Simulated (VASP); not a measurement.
# CsLiCr2Te2S3 (Pm) in VASP: notebook

CsLiCr2Te2S3 is run at these levels: PBE, PBE+D3(BJ), revPBE; tasks: single point.

All numbers are computed with VASP 6.6.1; they aren't measurements. Logs are shortened: lines on timing, memory, paths and dates and some standing lists are left out, and cuts for length are marked.

## 1. The cell of the first run

Symmetry: Pm, No. 6, monoclinic system. The conventional cell has a = 7.057 Å, b = 3.981 Å, c = 9.084 Å, α = 90.00°, β = 107.12°, γ = 90.00°. Cs (site symmetry m) has 8 S at 3.44 to 5.49 Å and 3 Te at 3.93 to 4.13 Å and 2 Cs at 3.98 Å and 4 Cr at 4.03 to 5.08 Å and 4 Li at 4.85 to 5.48 Å within 5.5 Å. Within 2.9 Å of Li (site symmetry m) lie 4 S at 2.21 to 2.63 Å and 3 Cr at 2.81 to 2.88 Å and 2 Te at 2.89 Å. Within 3.3 Å of Cr (site symmetry m) lie 5 S at 2.47 to 2.63 Å and 1 Te at 2.79 Å and 2 Li at 2.81 Å. Cr (site symmetry m) has 2 S at 2.34 to 2.50 Å and 4 Te at 2.76 to 2.80 Å and 1 Li at 2.88 Å within 3.1 Å. Within 3.6 Å of Te (site symmetry m) lie 3 Cr at 2.76 to 2.79 Å and 2 S at 3.48 Å. Te (site symmetry m) has 3 S at 2.48 to 3.23 Å and 2 Cr at 2.80 Å and 2 Li at 2.89 Å within 3.3 Å. S (site symmetry m) has 2 Li at 2.21 Å and 1 Te at 2.48 Å and 1 Cr at 2.51 Å within 2.9 Å. Within 3.3 Å of S (site symmetry m) lie 3 Cr at 2.34 to 2.47 Å and 1 Li at 2.63 Å and 3 S at 3.17 to 3.30 Å and 2 Te at 3.23 Å.

## 2. Single point, PBE, collinear spin, ferromagnetic start

INCAR

```
ALGO = Normal ; EDIFF = 1E-6
ENCUT = 520 ; GGA = PE
ISIF = 2 ; ISMEAR = -1
ISPIN = 2 ; LASPH = T
LCHARG = F ; LMAXMIX = 4
LORBIT = 11 ; LREAL = F
LWAVE = F ; MAGMOM = 0 0 3 3 0 0 0 0 0
NBANDS = 47 ; NELM = 150
PREC = Accurate ; SIGMA = 0.05
```

KPOINTS

```
k-points
0
Gamma
  3 4 2
```

POSCAR

```
CsLiCr2Te2S3
1.0
    7.0568400000      0.0000000000      0.0078800000
    0.0000000000      3.9806000000      0.0000000000
   -2.6830200000      0.0000000000      8.6786900000
Cs Li Cr Te S
1 1 2 2 3
Direct
    0.0773900000      0.0000000000      0.3770600000
    0.8642400000      0.5000000000      0.7888300000
    0.1264600000      0.0000000000      0.9461600000
    0.5929000000      0.5000000000      0.9716500000
    0.5083800000      0.0000000000      0.1527000000
    0.5561200000      0.0000000000      0.7489300000
    0.8742600000      0.0000000000      0.6850200000
    0.2517600000      0.5000000000      0.8440200000
    0.9629400000      0.5000000000      0.0535700000
```

Potentials or basis: VASP PAW PBE potentials, release 64 (Cs_sv, Li_sv, Cr_pv, Te, S).

Started as:

```bash
$ cat potpaw_PBE.64/Cs_sv/POTCAR potpaw_PBE.64/Li_sv/POTCAR potpaw_PBE.64/Cr_pv/POTCAR potpaw_PBE.64/Te/POTCAR potpaw_PBE.64/S/POTCAR > POTCAR
$ mpirun -np 1 vasp_std > vasp.out
```

OUTCAR:

```text
EDIFF = 1E-6
   ENCUT = 520
   GGA = PE
   ISIF = 2
   ISMEAR = -1
   ISPIN = 2
   LASPH = T
   LORBIT = 11
   LREAL = F
   NELM = 150
   PREC = Accurate

 ion  position               nearest neighbor table
   1  0.077  0.000  0.377-
   2  0.864  0.500  0.789-   7 2.21   7 2.21   9 2.30   8 2.63   3 2.81   3 2.81   4 2.88   6 2.89
                             6 2.89
   3  0.126  0.000  0.946-   8 2.47   8 2.47   7 2.51   9 2.63   9 2.63   5 2.79   2 2.81   2 2.81

   4  0.593  0.500  0.972-   8 2.34   9 2.50   5 2.76   5 2.76   6 2.80   6 2.80   2 2.88
   5  0.508  0.000  0.153-   4 2.76   4 2.76   3 2.79
   6  0.556  0.000  0.749-   7 2.48   4 2.80   4 2.80   2 2.89   2 2.89   8 3.23   8 3.23
   7  0.874  0.000  0.685-   2 2.21   2 2.21   6 2.48   3 2.51
   8  0.252  0.500  0.844-   4 2.34   3 2.47   3 2.47   2 2.63   6 3.23   6 3.23
   9  0.963  0.500  0.054-   2 2.30   4 2.50   3 2.63   3 2.63

  LATTYP: Found a simple monoclinic cell.
 ALAT       =     7.0568443996
 B/A-ratio  =     0.5640764873
 C/A-ratio  =     1.2872546816
 COS(beta)  =    -0.2942910888

  Lattice vectors:

 A1 = (   7.0568400000,   0.0000000000,   0.0078800000)
 A2 = (   0.0000000000,   3.9806000000,   0.0000000000)
 A3 = (  -2.6830200000,   0.0000000000,   8.6786900000)

Analysis of symmetry for initial positions (statically):
=====================================================================
 Subroutine PRICEL returns:
 Original cell was already a primitive cell.

 Routine SETGRP: Setting up the symmetry group for a
 simple monoclinic supercell.

 Subroutine GETGRP returns: Found  2 space group operations
 (whereof  2 operations were pure point group operations)
 out of a pool of  4 trial point group operations.

The static configuration has the point symmetry C_1h.

Analysis of symmetry for dynamics (positions and initial velocities):
=====================================================================
 Subroutine PRICEL returns:
 Original cell was already a primitive cell.

 Routine SETGRP: Setting up the symmetry group for a
 simple monoclinic supercell.

 Subroutine GETGRP returns: Found  2 space group operations
 (whereof  2 operations were pure point group operations)
 out of a pool of  4 trial point group operations.

The dynamic configuration has the point symmetry C_1h.

Analysis of structural, dynamic, and magnetic symmetry:
=====================================================================
[... 154 lines left out ...]
  ---------------------------------------------------
  free energy    TOTEN  =       -46.12116010 eV

  energy without entropy =      -46.12071892  energy(sigma->0) =      -46.12093951

 E-fermi :   4.1228     XC(G=0):  -8.5803

 val. band max:        3.8776888749   @ k =   0.0000   0.0000   0.0000
 cond. band min:       4.4256106001   @ k =   0.3333   0.2500   0.5000
 fundamental gap:      0.5479217252
 Fermi energy:         4.1228337929

 spin component 1

 k-point     1 :       0.0000    0.0000    0.0000
  band No.  band energies     occupation
      1     -41.4201      1.00000
      2     -40.5291      1.00000
      3     -40.5257      1.00000
      4     -40.5036      1.00000
      5     -40.2544      1.00000
      6     -40.2509      1.00000
[... 565 lines left out ...]
     44       8.4348      0.00000
     45       8.4868      0.00000
 Fermi energy:         4.1228337929

 spin component 2

 k-point     1 :       0.0000    0.0000    0.0000
  band No.  band energies     occupation
      1     -41.4208      1.00000
      2     -37.5387      1.00000
      3     -37.4090      1.00000
      4     -37.3373      1.00000
      5     -37.3109      1.00000
      6     -37.2826      1.00000
[... 565 lines left out ...]
     44       8.6579      0.00000
     45       8.8278      0.00000
 [bands above 45 left out]

------------------------ aborting loop because EDIFF is reached ----------------------------------------

  FORCE on cell =-STRESS in cart. coord.  units (eV):
  Direction    XX          YY          ZZ          XY          YZ          ZX
  --------------------------------------------------------------------------------------
  -------------------------------------------------------------------------------------
  Total       -0.0608046      0.3144895     -0.0377386      0.0000000      0.0000000      0.0692313
  in kB       -0.3994698      2.0661121     -0.2479324      0.0000000      0.0000000      0.4548312
  external PRESSURE =       0.4729033 kB  Pullay stress =       0.0000000 kB

 VOLUME and BASIS-vectors are now :
 -----------------------------------------------------------------------------
  energy-cutoff  :      520.00
  volume of cell :      243.87
      direct lattice vectors                 reciprocal lattice vectors
     7.056840000  0.000000000  0.007880000     0.141657584  0.000000000  0.043793491
     0.000000000  3.980600000  0.000000000     0.000000000  0.251218409  0.000000000
    -2.683020000  0.000000000  8.678690000    -0.000128621  0.000000000  0.115185000

 POSITION                                       TOTAL-FORCE (eV/Angst)
 -----------------------------------------------------------------------------------
     -0.46553      0.00000      3.27300         0.001883      0.000000      0.000954
      3.98236      1.99030      6.85282        -0.013677      0.000000      0.012940
     -1.64616      0.00000      8.21243         0.004802      0.000000     -0.010414
      1.57704      1.99030      8.43732         0.018280      0.000000      0.012214
      3.17786      0.00000      1.32924         0.007274      0.000000     -0.021316
      1.91506      0.00000      6.50411         0.008229      0.000000      0.004491
      4.33159      0.00000      5.95197        -0.016711      0.000000     -0.013690
     -0.48789      1.99030      7.32697        -0.003312      0.000000     -0.005739
      6.65158      1.99030      0.47251        -0.006768      0.000000      0.020562
 -----------------------------------------------------------------------------------
    total drift:                               -0.000143     -0.000000     -0.000108

  FREE ENERGIE OF THE ION-ELECTRON SYSTEM (eV)
  ---------------------------------------------------
  free  energy   TOTEN  =       -46.1211600961 eV

  energy  without entropy=      -46.1207189175  energy(sigma->0) =      -46.12093951

 total charge

# of ion       s       p       d       tot
------------------------------------------
    1        1.835   4.701   0.034   6.570
    2        2.035   0.088   0.000   2.123
    3        0.251   6.210   4.024  10.485
    4        0.265   6.239   4.078  10.581
    5        1.362   2.024   0.023   3.409
    6        1.395   1.919   0.051   3.366
    7        1.350   2.391   0.000   3.740
    8        1.341   2.368   0.000   3.709
    9        1.326   2.387   0.000   3.713
--------------------------------------------------
tot         11.160  28.326   8.210  47.697

 magnetization (x)

# of ion       s       p       d       tot
------------------------------------------
    1        0.000  -0.001   0.001  -0.000
    2       -0.000   0.000   0.000  -0.000
    3        0.046   0.039   2.997   3.082
    4        0.042   0.039   2.870   2.950
    5       -0.005  -0.152   0.007  -0.149
    6       -0.003  -0.056   0.003  -0.055
    7       -0.000  -0.034   0.000  -0.034
    8       -0.005  -0.117   0.000  -0.122
    9       -0.002  -0.058   0.000  -0.061
--------------------------------------------------
tot          0.073  -0.339   5.878   5.611
```

stdout:

```text
POSCAR found type information on POSCAR CsLiCrTeS
 POSCAR found :  5 types and       9 ions
 scaLAPACK will be used
 LDA part: xc-table for (Slater+PW92), standard interpolation
 POSCAR, INCAR and KPOINTS ok, starting setup
 FFT: planning ... GRIDC
 FFT: planning ... GRID_SOFT
 FFT: planning ... GRID
 WAVECAR not read
 entering main loop
```

Wall time 7.9 min (1 thread of AMD EPYC 7R43 (Zen 3), shared host); peak memory 0.5 GiB.

Results:

| Item | Value |
| --- | --- |
| Free energy | -46.1212 eV |
| Largest force | 0.023 eV/Å |
| Band gap on the k mesh | 0.55 eV (least direct gap 0.75 eV) |
| Net moment | 6.00 μB per cell |
| Site moments | Cs -0.00; Li -0.00; Cr +3.08, +2.95; Te -0.15, -0.06; S -0.03, -0.12, -0.06 μB |
| Valence electrons inside the program's atomic spheres | Cs 6.57; Li 2.12; Cr 10.48, 10.58; Te 3.41, 3.37; S 3.74, 3.71 (each value once) |

Forces in eV/Å, atoms in the order of the input:
```
Cs   0.002  0.000  0.001
Li  -0.014  0.000  0.013
Cr   0.005  0.000 -0.010
Cr   0.018  0.000  0.012
Te   0.007  0.000 -0.021
Te   0.008  0.000  0.004
S   -0.017  0.000 -0.014
S   -0.003  0.000 -0.006
S   -0.007  0.000  0.021
```

Caveat: the cutoff is under 1.25 times the usual one of these potentials, so pressure, stress and relaxed cells hold a basis-set (Pulay) error; semilocal functionals underestimate gaps, and a narrow one can read as zero; spin-orbit coupling is left out, which moves the levels of the heavy elements; the run started ferromagnetic, and an antiferromagnetic order may lie lower in energy. A k mesh can miss the band edges.

[end of part 1 of 2]
